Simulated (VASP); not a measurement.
# EuS: single point with PBE+U

The system is EuS.

```
CELL_PARAMETERS angstrom
0.00000 3.01295 3.01295
3.01295 0.00000 3.01295
3.01295 3.01295 0.00000
ATOMIC_POSITIONS crystal
Eu 0.00000 0.00000 0.00000
S 0.50000 0.50000 0.50000
```

- Program: VASP 6.6.1
- Task: single point
- Functional: PBE
- Potentials or basis: VASP PAW PBE potentials, release 64 (Eu, S)
- Cutoff: 600 eV
- k mesh: 8 × 8 × 8
- Occupations: gaussian, width 0.05 eV
- Spin: collinear spin, ferromagnetic start
- Starting moments: [7.56, -0.07] μB
- Hubbard terms: Eu f U = 6.0 eV
- Dipole correction: no
- Further INCAR settings: ALGO = Normal; EDIFF = 1e-06; NBANDS = 22

```yaml
Pressure: -0.6 GPa
Band_gap_on_the_k_mesh: 0.60 eV (least direct gap 0.87 eV)
Net_moment: 7.00 μB per cell
Site_moments: Eu +6.72; S -0.06 μB
Valence_electrons_inside_the_program's_atomic_spheres: Eu 14.88; S 3.76
```

Levels at points of the mesh, in eV from the valence-band top:
Spin up:
```
           k point  band 13  band 14  band 15  band 16  band 17  band 18
(0.00, 0.00, 0.00)     0.00     0.00     0.00     1.96     2.47     2.47
(0.50, 0.00, 0.00)    -0.57    -0.55    -0.54     4.10     4.51     5.00
(0.50, 0.50, 0.00)    -0.57    -0.26    -0.26     0.60     4.37     4.44
```
Spin down:
| k point | band 6 | band 7 | band 8 | band 9 | band 10 | band 11 |
| --- | --- | --- | --- | --- | --- | --- |
| (0.00, 0.00, 0.00) | -1.40 | -1.40 | -1.40 | 2.39 | 3.11 | 3.11 |
| (0.50, 0.00, 0.00) | -3.89 | -2.51 | -2.51 | 4.26 | 5.19 | 5.96 |
| (0.50, 0.50, 0.00) | -2.56 | -1.77 | -1.77 | 1.11 | 4.96 | 5.28 |

Eigenvalues of the final occupation matrices:
```tsv
site	spin	trace	eigenvalues
site 1 f	1	6.83	0.98 0.98 0.98 0.98 0.98 0.98 0.98
site 1 f	2	0.01	0.00 0.00 0.00 0.00 0.00 0.00 0.00
```

It took 51 s on 1 thread of Intel(R) Xeon(R) 6975P-C (Granite Rapids), on a shared host, peak memory 0.29 GiB.

Caveat: spin-orbit coupling is left out, which moves the levels of the heavy elements; a cell with one magnetic atom can't hold antiferromagnetic order, which such compounds often take. The state reached can hang on the start; a lower one may exist.
